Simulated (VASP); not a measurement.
# KLaC (Cmmm) in VASP: single point with PBE

Aim: the single point of KLaC with PBE.

Everything below comes from runs of VASP 6.6.1. Logs are shortened: lines on timing, memory, paths and dates and some standing lists are left out, and cuts for length are marked.

## Step 1: The cell of the first run

Symmetry: Cmmm, No. 65, orthorhombic system. Conventional cell: a = 6.296 Å, b = 6.389 Å, c = 4.593 Å, α = 90.00°, β = 90.00°, γ = 90.00°. Within 3.0 Å of K (site symmetry mmm) lie 2 C at 2.30 Å. La (site symmetry mmm) has 4 K at 3.15 to 3.19 Å and 8 C at 3.90 to 3.93 Å within 4.1 Å. C (site symmetry mmm) has 2 K at 2.30 Å within 3.0 Å.

The cell was built from a structure type or drawn by symmetry, and may not be a known phase.

## Step 2: Single point, PBE

INCAR reads:

```
SYSTEM = KLaC
PREC = Accurate ; ENCUT = 520
EDIFF = 1E-6 ; ISMEAR = 0
SIGMA = 0.1 ; LREAL = .FALSE.
LASPH = .TRUE. ; NELM = 100
ALGO = Fast ; ISIF = 2
LWAVE = .FALSE. ; LCHARG = .FALSE.
GGA = PE ; NBANDS = 19
```

KPOINTS reads:

```
regular mesh
0
G
  10 10 10
  0 0 0
```

POSCAR reads:

```
KLaC
1.0
    3.1479720848     -3.1945321912      0.0000000000
    3.1479720848      3.1945321912      0.0000000000
    0.0000000000      0.0000000000      4.5932358662
K La C
1 1 1
Direct
    0.5000000000      0.5000000000      0.5000000000
    0.0000000000      0.0000000000      0.5000000000
    0.5000000000      0.5000000000      0.0000000000
```

Potentials or basis: VASP PAW PBE potentials, release 64 (K_sv, La, C).

Run with:

```sh
$ cat potpaw_PBE.64/K_sv/POTCAR potpaw_PBE.64/La/POTCAR potpaw_PBE.64/C/POTCAR > POTCAR
$ mpirun -np 1 vasp_std > vasp.out
```

OUTCAR:

```text
SYSTEM = KLaC
   PREC = Accurate
   ENCUT = 520
   EDIFF = 1E-6
   ISMEAR = 0
   LREAL = .FALSE.
   LASPH = .TRUE.
   NELM = 100
   ISIF = 2
   GGA = PE

 ion  position               nearest neighbor table
   1  0.500  0.500  0.500-   3 2.30   3 2.30   2 3.15   2 3.15   2 3.19   2 3.19
   2  0.000  0.000  0.500-   1 3.15   1 3.15   1 3.19   1 3.19
   3  0.500  0.500  0.000-   1 2.30   1 2.30

  LATTYP: Found a base centered orthorhombic cell.
 ALAT       =     6.2959441696
 B/A-ratio  =     1.0147905080
 C/A-ratio  =     0.7295547328

  Lattice vectors:

 A1 = (   3.1479720848,  -3.1945321912,   0.0000000000)
 A2 = (   3.1479720848,   3.1945321912,   0.0000000000)
 A3 = (   0.0000000000,   0.0000000000,   4.5932358662)

Analysis of symmetry for initial positions (statically):
=====================================================================
 Subroutine PRICEL returns:
 Original cell was already a primitive cell.

 Routine SETGRP: Setting up the symmetry group for a
 base centered orthorhombic supercell.

 Subroutine GETGRP returns: Found  8 space group operations
 (whereof  8 operations were pure point group operations)
 out of a pool of  8 trial point group operations.

The static configuration has the point symmetry D_2h.

Analysis of symmetry for dynamics (positions and initial velocities):
=====================================================================
 Subroutine PRICEL returns:
 Original cell was already a primitive cell.

 Routine SETGRP: Setting up the symmetry group for a
 base centered orthorhombic supercell.

 Subroutine GETGRP returns: Found  8 space group operations
 (whereof  8 operations were pure point group operations)
 out of a pool of  8 trial point group operations.

The dynamic configuration has the point symmetry D_2h.

 Subroutine INISYM returns: Found  8 space group operations
 (whereof  8 operations are pure point group operations),
 and found     1 'primitive' translations

----------------------------------------------------------------------------------------

                                     Primitive cell

  volume of cell :      92.3819

  direct lattice vectors                    reciprocal lattice vectors
     3.147972085 -3.194532191  0.000000000     0.158832412 -0.156517440  0.000000000
     3.147972085  3.194532191  0.000000000     0.158832412  0.156517440  0.000000000
     0.000000000  0.000000000  4.593235866     0.000000000  0.000000000  0.217711441
[... 86 lines left out ...]
   EDIFF  = 0.1E-05   stopping-criterion for ELM
   LREAL  =      F    real-space projection
   EDIFFG = 0.1E-04   stopping-criterion for IOM
   NSW    =      0    number of steps for IOM
   IBRION =     -1    ionic relax: 0-MD 1-quasi-New 2-CG
   NFREE  =      0    steps in history (QN), initial steepest desc. (CG)
   ISIF   =      2    stress and relaxation
   ISYM   =      2    0-nonsym 1-usesym 2-fastsym
   POTIM  = 0.5000    time-step for ionic-motion
   TEBEG  =    0.0;   TEEND  =   0.0 temperature during run
   PSTRESS=    0.0 pullay stress
   NELECT =      24.0000    total number of electrons
   NUPDOWN=      -1.0000    fix difference up-down
   EMIN   =  10.00;   EMAX   =-10.00  energy-range for DOS
   EFERMI =   0.00;   METHOD = LEGACY
   ISMEAR =     0;   SIGMA  =   0.10  broadening in eV -4-tet -1-fermi 0-gaus
   EFERMI_NEDOS =   21; number of points for ismear=-14 and -15
   IALGO  =     68    algorithm
   IMIX   =      4    mixing-type and parameters
     AMIX     =   0.40;   BMIX     =  1.00
     AMIX_MAG =   1.60;   BMIX_MAG =  1.00
  volume/ion in A,a.u.               =      30.79       207.81
  Fermi-wavevector in a.u.,A,eV,Ry     =   1.044599  1.974006 14.846502  1.091187
  Thomas-Fermi vector in A             =   2.179359
   LORBIT       =      0    0 simple, 1 ext, 2 COOP (PROOUT), +10 PAW based schemes
   GGA     = PE    functional components
   LHFCALC =     F    Hartree Fock is set to
   AEXX    =    0.0000 exact exchange contribution
   IVDW    =     0    specifies the selected vdW correction
   LEPSILON=     F    determine dielectric tensor
   LRPA    =     F    only Hartree local field effects (RPA)
 non-spin polarized calculation
 RMM-DIIS sequential band-by-band and
 Gauss-broadening in eV      SIGMA  =   0.10
  energy-cutoff  :      520.00
  volume of cell :       92.38
 maximum number of plane-waves:      2513
 NGX is ok and might be reduce to    36
   NGX = 17   NGY = 17   NGZ = 17

 number of electron      23.9999999 magnetization

 Free energy of the ion-electron system (eV)
  ---------------------------------------------------
  ext. energy  EPLUGINS =         0.00000000
  ---------------------------------------------------
  free energy    TOTEN  =        -7.10299752 eV

  energy without entropy =       -7.08510496  energy(sigma->0) =       -7.09405124

 E-fermi :   3.6057     XC(G=0):  -8.4557

 val. band max:        3.6048553903   @ k =  -0.3000   0.2000   0.2000
 cond. band min:       3.6138138584   @ k =  -0.1000   0.1000   0.1000
 fundamental gap:      0.0089584681
 Fermi energy:         3.6056701880

 k-point     1 :       0.0000    0.0000    0.0000
  band No.  band energies     occupation
      1     -30.5953      2.00000
      2     -27.1158      2.00000
      3     -14.3720      2.00000
      4     -14.3188      2.00000
      5     -14.1678      2.00000
      6     -10.8113      2.00000
[... 505 lines left out ...]
      6     -10.8371      2.00000
[... 11 lines left out ...]
     18       4.3861      0.00000
     19       4.4799      0.00000

 [... further k-points ...]

------------------------ aborting loop because EDIFF is reached ----------------------------------------

  FORCE on cell =-STRESS in cart. coord.  units (eV):
  Direction    XX          YY          ZZ          XY          YZ          ZX
  --------------------------------------------------------------------------------------
  -------------------------------------------------------------------------------------
  Total        0.0707024      0.0339363      0.2044094     -0.0000000      0.0000000      0.0000000
  in kB        1.2261905      0.5885562      3.5450672     -0.0000000      0.0000000      0.0000000
  external PRESSURE =       1.7866046 kB  Pullay stress =       0.0000000 kB

 VOLUME and BASIS-vectors are now :
 -----------------------------------------------------------------------------
  energy-cutoff  :      520.00
  volume of cell :       92.38
      direct lattice vectors                 reciprocal lattice vectors
     3.147972085 -3.194532191  0.000000000     0.158832412 -0.156517440  0.000000000
     3.147972085  3.194532191  0.000000000     0.158832412  0.156517440  0.000000000
     0.000000000  0.000000000  4.593235866     0.000000000  0.000000000  0.217711441

 POSITION                                       TOTAL-FORCE (eV/Angst)
 -----------------------------------------------------------------------------------
      3.14797      0.00000      2.29662        -0.000000     -0.000000      0.000000
      0.00000      0.00000      2.29662         0.000000      0.000000      0.000000
      3.14797      0.00000      0.00000         0.000000      0.000000      0.000000
 -----------------------------------------------------------------------------------
    total drift:                                0.000000      0.000000      0.000000

  FREE ENERGIE OF THE ION-ELECTRON SYSTEM (eV)
  ---------------------------------------------------
  free  energy   TOTEN  =        -7.1029975165 eV

  energy  without entropy=       -7.0851049603  energy(sigma->0) =       -7.09405124
```

OSZICAR:

```text
N       E                     dE             d eps       ncg     rms          rms(c)
DAV:   1     0.254021241458E+03    0.25402E+03   -0.97955E+03  7084   0.151E+03
DAV:   2     0.261434938137E+02   -0.22788E+03   -0.21621E+03 10408   0.281E+02
DAV:   3    -0.602676308530E+01   -0.32170E+02   -0.30266E+02 10189   0.141E+02
[... 13 lines left out ...]
RMM:  64    -0.710299331748E+01   -0.13941E-05   -0.14403E-05  6568   0.108E-02    0.986E-02
RMM:  65    -0.710299455084E+01   -0.12334E-05   -0.12817E-05  6512   0.105E-02    0.960E-02
RMM:  66    -0.710299562017E+01   -0.10693E-05   -0.11439E-05  6916   0.101E-02    0.984E-02
RMM:  67    -0.710299660556E+01   -0.98538E-06   -0.10283E-05  6570   0.984E-03    0.961E-02
RMM:  68    -0.710299751650E+01   -0.91095E-06   -0.94245E-06  6438   0.917E-03
   1 F= -.71029975E+01 E0= -.70940512E+01  d E =-.178926E-01
```

Wall time 18 min (1 thread of Intel Xeon Platinum 8488C (Sapphire Rapids), shared host); peak memory 0.55 GiB.

Results:

```yaml
Free_energy: -7.1030 eV
Pressure: 0.2 GPa
Band_gap_on_the_k_mesh: zero (bands 12 and 13 overlap by 1.16 eV)
```

Caveat: spin-orbit coupling is left out, which moves the levels of the heavy elements.
